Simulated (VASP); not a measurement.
# W (Im-3m) in VASP: notebook

Runs on W. Level: PBEsol. Tasks: single point, relaxation of cell and atoms.

All numbers are computed with VASP 6.6.1; they aren't measurements. Logs are shortened: lines on timing, memory, paths and dates and some standing lists are left out, and cuts for length are marked.

### Step 1. The cell of the first run

It takes space group Im-3m (No. 229, cubic). The conventional cell has a = 3.172 Å, b = 3.172 Å, c = 3.172 Å, α = 90.00°, β = 90.00°, γ = 90.00°. Within 3.6 Å of W (site symmetry m-3m) lie 14 W at 2.75 to 3.17 Å.

### Step 2. Single point, PBEsol

Input file INCAR:

```
SYSTEM = W
PREC     = Accurate       ! precision mode
ENCUT    = 520            ! plane-wave cutoff, eV
EDIFF    = 1E-6           ! SCF threshold, eV
ISMEAR   = 0              ! smearing method
SIGMA    = 0.1            ! smearing width, eV
LREAL    = .FALSE.        ! projectors in reciprocal space
LASPH    = .TRUE.         ! aspherical terms in the spheres
NELM     = 100            ! most SCF steps
ALGO     = Normal         ! electronic algorithm
ISIF     = 2              ! what is computed and relaxed
LWAVE    = .FALSE.        ! write WAVECAR
LCHARG   = .FALSE.        ! write CHGCAR
GGA      = PS             ! functional
NBANDS   = 13             ! bands
```

Input file KPOINTS:

```
regular mesh
0
G
  8 8 8
  0 0 0
```

Input file POSCAR:

```
W
1.0
   -1.5861829273      1.5861829273      1.5861829273
    1.5861829273     -1.5861829273      1.5861829273
    1.5861829273      1.5861829273     -1.5861829273
W
1
Direct
    0.0000000000      0.0000000000      0.0000000000
```

Potentials or basis: VASP PAW PBE potentials, release 64 (W_sv).

Started as:

```bash
> cat potpaw_PBE.64/W_sv/POTCAR > POTCAR
> mpirun -np 1 vasp_std > vasp.out
```

OUTCAR:

```text
SYSTEM = W
   PREC = Accurate
   ENCUT = 520
   EDIFF = 1E-6
   ISMEAR = 0
   LREAL = .FALSE.
   LASPH = .TRUE.
   NELM = 100
   ISIF = 2
   GGA = PS

 ion  position               nearest neighbor table
   1  0.000  0.000  0.000-

  LATTYP: Found a body centered cubic cell.
 ALAT       =     3.1723658546

  Lattice vectors:

 A1 = (  -1.5861829273,   1.5861829273,   1.5861829273)
 A2 = (   1.5861829273,  -1.5861829273,   1.5861829273)
 A3 = (   1.5861829273,   1.5861829273,  -1.5861829273)

Analysis of symmetry for initial positions (statically):
=====================================================================
 Subroutine PRICEL returns:
 Original cell was already a primitive cell.

 Routine SETGRP: Setting up the symmetry group for a
 body centered cubic supercell.

 Subroutine GETGRP returns: Found 48 space group operations
[... 9 lines left out ...]

 Routine SETGRP: Setting up the symmetry group for a
 body centered cubic supercell.

 Subroutine GETGRP returns: Found 48 space group operations
[... 11 lines left out ...]
                                     Primitive cell

  volume of cell :      15.9632

  direct lattice vectors                    reciprocal lattice vectors
    -1.586182927  1.586182927  1.586182927     0.000000000  0.315222155  0.315222155
     1.586182927 -1.586182927  1.586182927     0.315222155  0.000000000  0.315222155
     1.586182927  1.586182927 -1.586182927     0.315222155  0.315222155  0.000000000

  length of vectors
     2.747349420  2.747349420  2.747349420     0.445791446  0.445791446  0.445791446

  position of ions in fractional coordinates (direct lattice)
     0.000000000  0.000000000  0.000000000

  ion indices of the primitive-cell ions
   primitive index   ion index
                 1           1

----------------------------------------------------------------------------------------

 KPOINTS: regular mesh

Automatic generation of k-mesh.
 Grid dimensions read from file:
 generate k-points for:    8    8    8

 Generating k-lattice:

  Cartesian coordinates                     Fractional coordinates (reciprocal lattice)
     0.000000000  0.039402769  0.039402769     0.125000000  0.000000000  0.000000000
     0.039402769  0.000000000  0.039402769     0.000000000  0.125000000  0.000000000
     0.039402769  0.039402769  0.000000000     0.000000000  0.000000000  0.125000000

  Length of vectors
     0.055723931  0.055723931  0.055723931

  Shift w.r.t. Gamma in fractional coordinates (k-lattice)
     0.000000000  0.000000000  0.000000000

 Subroutine IBZKPT returns following result:
 ===========================================

 Found     29 irreducible k-points:

 Following reciprocal coordinates:
            Coordinates               Weight
  0.000000  0.000000  0.000000      1.000000
  0.125000  0.000000  0.000000     12.000000
  0.250000  0.000000  0.000000     12.000000
  0.375000  0.000000  0.000000     12.000000
  0.500000  0.000000  0.000000      6.000000
  0.125000  0.125000  0.000000     24.000000
[... 16 lines left out ...]
 -0.250000  0.250000  0.250000      6.000000
 -0.375000  0.375000  0.250000     24.000000
 [... further k-points ...]
   k-points           NKPTS =     29   k-points in BZ     NKDIM =     29   number of bands    NBANDS=     13
   number of dos      NEDOS =    301   number of ions     NIONS =      1
   total plane-waves  NPLWV =   8000
   dimension x,y,z NGX =    20 NGY =   20 NGZ =   20
   dimension x,y,z NGXF=    40 NGYF=   40 NGZF=   40
   ions per type =               1
   NGX,Y,Z   is equivalent  to a cutoff of  12.10, 12.10, 12.10 a.u.
   NGXF,Y,Z  is equivalent  to a cutoff of  24.20, 24.20, 24.20 a.u.
 SYSTEM =  W
   PREC   = accura    normal or accurate (medium, high low for compatibility)
   ISTART =      0    job   : 0-new  1-cont  2-samecut
   ICHARG =      2    charge: 1-file 2-atom 10-const
   ISPIN  =      1    spin polarized calculation?
   LNONCOLLINEAR =      F non collinear calculations
   LSORBIT =      F    spin-orbit coupling
   LASPH  =      T    aspherical Exc in radial PAW
   ENCUT  =  520.0 eV  38.22 Ry    6.18 a.u.   5.11  5.11  5.11*2*pi/ulx,y,z
   NELM   =    100;   NELMIN=  2; NELMDL= -5     # of ELM steps
   EDIFF  = 0.1E-05   stopping-criterion for ELM
   LREAL  =      F    real-space projection
   EDIFFG = 0.1E-04   stopping-criterion for IOM
   NSW    =      0    number of steps for IOM
   IBRION =     -1    ionic relax: 0-MD 1-quasi-New 2-CG
   NFREE  =      0    steps in history (QN), initial steepest desc. (CG)
   ISIF   =      2    stress and relaxation
   ISYM   =      2    0-nonsym 1-usesym 2-fastsym
   POTIM  = 0.5000    time-step for ionic-motion
   TEBEG  =    0.0;   TEEND  =   0.0 temperature during run
   PSTRESS=    0.0 pullay stress
   NELECT =      14.0000    total number of electrons
   NUPDOWN=      -1.0000    fix difference up-down
   EMIN   =  10.00;   EMAX   =-10.00  energy-range for DOS
   EFERMI =   0.00;   METHOD = LEGACY
   ISMEAR =     0;   SIGMA  =   0.10  broadening in eV -4-tet -1-fermi 0-gaus
   EFERMI_NEDOS =   21; number of points for ismear=-14 and -15
   IALGO  =     38    algorithm
   IMIX   =      4    mixing-type and parameters
     AMIX     =   0.40;   BMIX     =  1.00
     AMIX_MAG =   1.60;   BMIX_MAG =  1.00
  volume/ion in A,a.u.               =      15.96       107.72
  Fermi-wavevector in a.u.,A,eV,Ry     =   1.567031  2.961259 33.410276  2.455586
  Thomas-Fermi vector in A             =   2.669271
   LORBIT       =      0    0 simple, 1 ext, 2 COOP (PROOUT), +10 PAW based schemes
   GGA     = PS    functional components
   LHFCALC =     F    Hartree Fock is set to
   AEXX    =    0.0000 exact exchange contribution
   IVDW    =     0    specifies the selected vdW correction
   LEPSILON=     F    determine dielectric tensor
   LRPA    =     F    only Hartree local field effects (RPA)
 non-spin polarized calculation
 Gauss-broadening in eV      SIGMA  =   0.10
  energy-cutoff  :      520.00
  volume of cell :       15.96
 maximum number of plane-waves:       456
   NGX = 11   NGY = 11   NGZ = 11

 number of electron      14.0000002 magnetization

 Free energy of the ion-electron system (eV)
  ---------------------------------------------------
  ext. energy  EPLUGINS =         0.00000000
  ---------------------------------------------------
  free energy    TOTEN  =       -13.80185661 eV

  energy without entropy =      -13.80185460  energy(sigma->0) =      -13.80185560

 E-fermi :  10.9523     XC(G=0): -13.7211

 val. band max:       10.6721793055   @ k =   0.1250   0.0000   0.0000
 cond. band min:      11.2337085907   @ k =  -0.2500   0.2500   0.1250
 fundamental gap:      0.5615292852
 Fermi energy:        10.9523383157

 k-point     1 :       0.0000    0.0000    0.0000
  band No.  band energies     occupation
      1     -62.9800      2.00000
      2     -26.5481      2.00000
      3     -26.5481      2.00000
      4     -26.5481      2.00000
      5       1.5601      2.00000
      6       9.9544      2.00000
      7       9.9544      2.00000
      8       9.9544      2.00000
      9      13.3920      0.00000
     10      13.3920      0.00000
     11      25.6996      0.00000
     12      25.6996      0.00000
     13      25.6996      0.00000

 k-point     2 :       0.1250    0.0000    0.0000
  band No.  band energies     occupation
      1     -62.9611      2.00000
      2     -26.7465      2.00000
      3     -26.6104      2.00000
      4     -26.5491      2.00000
      5       2.2859      2.00000
      6       9.5311      2.00000
      7       9.8085      2.00000
      8      10.6722      1.99993
      9      12.8591      0.00000
     10      13.4089      0.00000
     11      26.2357      0.00000
     12      26.9426      0.00000
     13      27.2749      0.00000

 k-point     3 :       0.2500    0.0000    0.0000
  band No.  band energies     occupation
      1     -62.9150      2.00000
      2     -27.2053      2.00000
      3     -26.7579      2.00000
      4     -26.5515      2.00000
      5       3.9670      2.00000
      6       8.6522      2.00000
      7       9.3297      2.00000
      8      12.6980      0.00000
      9      12.7794      0.00000
     10      13.5821      0.00000
     11      25.9137      0.00000
     12      27.6294      0.00000
     13      30.2299      0.00000

 k-point     4 :       0.3750    0.0000    0.0000
  band No.  band energies     occupation
      1     -62.8687      2.00000
      2     -27.6392      2.00000
      3     -26.9017      2.00000
      4     -26.5541      2.00000
      5       4.9214      2.00000
      6       7.9130      2.00000
      7      10.2652      2.00000
      8      13.3084      0.00000
      9      13.9869      0.00000
     10      15.5177      0.00000
     11      23.7215      0.00000
     12      24.0824      0.00000
     13      30.5449      0.00000

 k-point     5 :       0.5000    0.0000    0.0000
  band No.  band energies     occupation
      1     -62.8494      2.00000
      2     -27.8124      2.00000
      3     -26.9602      2.00000
      4     -26.5552      2.00000
      5       4.9308      2.00000
      6       7.6366      2.00000
      7      11.8446      0.00000
      8      13.2875      0.00000
      9      14.2550      0.00000
     10      17.2807      0.00000
     11      22.1294      0.00000
     12      22.6549      0.00000
     13      27.8996      0.00000

 k-point     6 :       0.1250    0.1250    0.0000
  band No.  band energies     occupation
      1     -62.9285      2.00000
      2     -27.0615      2.00000
      3     -26.6838      2.00000
      4     -26.5957      2.00000
      5       3.5506      2.00000
      6       9.0689      2.00000
      7       9.1373      2.00000
      8      12.1989      0.00000
      9      12.3722      0.00000
     10      13.7408      0.00000
     11      27.1832      0.00000
     12      27.4933      0.00000
     13      28.8441      0.00000

 k-point     7 :       0.2500    0.1250   -0.0000
  band No.  band energies     occupation
      1     -62.8823      2.00000
      2     -27.4557      2.00000
      3     -26.8631      2.00000
      4     -26.6162      2.00000
      5       5.1462      2.00000
      6       8.2628      2.00000
      7       8.9646      2.00000
      8      12.6472      0.00000
      9      14.1015      0.00000
     10      14.8840      0.00000
     11      24.7646      0.00000
     12      26.4687      0.00000
     13      30.3203      0.00000
[... 193 lines left out ...]
 k-point    20 :      -0.3750    0.5000    0.1250
  band No.  band energies     occupation
      1     -62.8252      2.00000
      2     -27.6293      2.00000
      3     -27.1819      2.00000
      4     -26.7833      2.00000
      5       6.4719      2.00000
      6       8.1287      2.00000
      7       9.0450      2.00000
      8      12.1753      0.00000
      9      14.9652      0.00000
     10      18.3518      0.00000
     11      21.8821      0.00000
     12      25.8014      0.00000
     13      28.2606      0.00000

 k-point    21 :      -0.3750   -0.3750    0.1250
  band No.  band energies     occupation
      1     -62.8133      2.00000
      2     -27.4680      2.00000
      3     -27.4680      2.00000
      4     -26.7964      2.00000
      5       7.7211      2.00000
      6       7.7211      2.00000
      7       7.8462      2.00000
      8      13.9899      0.00000
      9      13.9899      0.00000
     10      19.9320      0.00000
     11      22.4275      0.00000
     12      22.4275      0.00000
     13      31.6017      0.00000

 k-point    22 :       0.2500    0.2500    0.2500
  band No.  band energies     occupation
      1     -62.8407      2.00000
      2     -27.1870      2.00000
      3     -27.1870      2.00000
      4     -27.1870      2.00000
      5       8.2303      2.00000
      6       8.2303      2.00000
      7       8.2303      2.00000
      8      14.4180      0.00000
      9      14.4180      0.00000
     10      17.6785      0.00000
     11      23.3695      0.00000
     12      23.3695      0.00000
     13      23.3695      0.00000

 k-point    23 :      -0.2500    0.2500    0.2500
  band No.  band energies     occupation
      1     -62.8581      2.00000
      2     -27.2284      2.00000
      3     -26.9843      2.00000
      4     -26.9843      2.00000
      5       5.9683      2.00000
      6       8.3741      2.00000
      7      10.6476      1.99998
      8      10.6476      1.99998
      9      12.5276      0.00000
     10      14.6080      0.00000
     11      25.6190      0.00000
     12      30.5696      0.00000
     13      30.5697      0.00000

 k-point    24 :      -0.3750    0.3750    0.2500
  band No.  band energies     occupation
      1     -62.8177      2.00000
      2     -27.4931      2.00000
      3     -27.1392      2.00000
      4     -27.0212      2.00000
      5       6.6468      2.00000
      6       7.3703      2.00000
      7      10.6533      1.99998
      8      11.4384      0.00000
      9      14.8791      0.00000
     10      15.5044      0.00000
     11      24.7758      0.00000
     12      27.2774      0.00000
     13      28.4282      0.00000

 [... further k-points ...]
[... 5 lines left out ...]
  --------------------------------------------------------------------------------------
  -------------------------------------------------------------------------------------
  Total       -0.4403225     -0.4403225     -0.4403225      0.0000000      0.0000000      0.0000000
  in kB      -44.1938337    -44.1938337    -44.1938337      0.0000000      0.0000000      0.0000000
  external PRESSURE =     -44.1938337 kB  Pullay stress =       0.0000000 kB

 VOLUME and BASIS-vectors are now :
 -----------------------------------------------------------------------------
  energy-cutoff  :      520.00
  volume of cell :       15.96
      direct lattice vectors                 reciprocal lattice vectors
    -1.586182927  1.586182927  1.586182927     0.000000000  0.315222155  0.315222155
     1.586182927 -1.586182927  1.586182927     0.315222155  0.000000000  0.315222155
     1.586182927  1.586182927 -1.586182927     0.315222155  0.315222155  0.000000000

 POSITION                                       TOTAL-FORCE (eV/Angst)
 -----------------------------------------------------------------------------------
      0.00000      0.00000      0.00000        -0.000000     -0.000000     -0.000000
 -----------------------------------------------------------------------------------
    total drift:                                0.000000     -0.000000      0.000000

  FREE ENERGIE OF THE ION-ELECTRON SYSTEM (eV)
  ---------------------------------------------------
  free  energy   TOTEN  =       -13.8018566064 eV

  energy  without entropy=      -13.8018546036  energy(sigma->0) =      -13.80185560
```

Wall time 5.2 s (1 thread of Intel Xeon 6975P-C, shared host); peak memory 0.13 GiB.

What came out:

* Free energy: -13.8019 eV
* Pressure: -4.4 GPa
* Band gap on the k mesh: zero (band 7 reaches 16.30 eV, above the bottom of band 8 at 9.95 eV)

Caveat: the PAW data sets were made with another functional, which shifts forces and pressure a little; spin-orbit coupling is left out, which moves the levels of the heavy elements.

[end of part 1 of 2]
